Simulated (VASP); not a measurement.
Wanted: the native input for a VASP 6.6.1 run.

```yaml
Task: single point
Functional: PBEsol
Potentials_or_basis: VASP PAW PBE potentials, release 64 (Cu)
Cutoff: 520 eV
k_mesh: 12 × 12 × 4
Occupations: fermi-dirac, width 0.05 eV
Spin: no spin polarisation
Dipole_correction: no
Further_INCAR_settings: ALGO = Fast; EDIFF = 1e-07; NBANDS = 30
```

The structure of Cu lies in POSCAR:

```
Cu
1.0
    2.4965603200      0.0000000000      0.0000000000
   -1.2482801600      2.1620846592      0.0000000000
    0.0000000000      0.0000000000      8.1501552425
Cu
4
Direct
    0.6666666667      0.3333333333      0.7500000000
    0.0000000000      0.0000000000      0.5000000000
    0.3333333333      0.6666666667      0.2500000000
    0.0000000000      0.0000000000      0.0000000000
```

The input as run:

INCAR

```
  ALGO = Fast
  EDIFF = 1E-7
  ENCUT = 520
  GGA = PS
  ISIF = 2
  ISMEAR = -1
  LASPH = T
  LCHARG = F
  LREAL = F
  LWAVE = F
  NBANDS = 30
  NELM = 100
  PREC = Accurate
  SIGMA = 0.05
```

KPOINTS

```
k-points
0
Gamma
  12 12 4
```

Potentials or basis: VASP PAW PBE potentials, release 64 (Cu).

Launch:

```sh
$ cat potpaw_PBE.64/Cu/POTCAR > POTCAR
$ mpirun -np 1 vasp_std > vasp.out
```

Results of the run:

| Property | Result |
| --- | --- |
| Pressure | 6.0 GPa |
| Band gap on the k mesh | zero (band 22 reaches 11.78 eV, above the bottom of band 23 at 6.45 eV) |

Caveat: the PAW data sets were made with another functional, which shifts forces and pressure a little.

Wall time 45 s on 1 thread of AMD EPYC 9R45 96-Core Processor (Zen 5), with other jobs on the host, peak memory 0.16 GiB.
